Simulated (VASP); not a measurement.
A run of VASP 6.6.1:

File INCAR:

```
SYSTEM = Mn
PREC = Accurate ; ENCUT = 520
EDIFF = 1E-6 ; ISMEAR = -1
SIGMA = 0.06122561905347299 ; LREAL = .FALSE.
LASPH = .TRUE. ; NELM = 80
ALGO = Normal ; ISIF = 2
LWAVE = .FALSE. ; LCHARG = .TRUE.
GGA = PE ; LELF = .TRUE.
LVHAR = .TRUE. ; NBANDS = 12
```

KPOINTS

```
Automatic mesh
0
G
  28 28 28
  0 0 0
```

POSCAR

```
Mn
1.0
   -1.4192021445      1.4192021445      1.4192021445
    1.4192021445     -1.4192021445      1.4192021445
    1.4192021445      1.4192021445     -1.4192021445
Mn
1
Direct
    0.0000000000      0.0000000000      0.0000000000
```

Potentials or basis: VASP PAW PBE potentials, release 64 (Mn_pv).

Launch:

```bash
$ cat potpaw_PBE.64/Mn_pv/POTCAR > POTCAR
$ mpirun -np 1 vasp_std > vasp.out
```

Hardware: 1 thread of Intel Xeon 8259CL, on a shared host.

Q: Estimate the wall time of this run.

A: Wall time 52 s on 1 thread of Intel Xeon 8259CL (shared host), peak memory 0.19 GiB. Counts: scf iterations 12, k points 624.
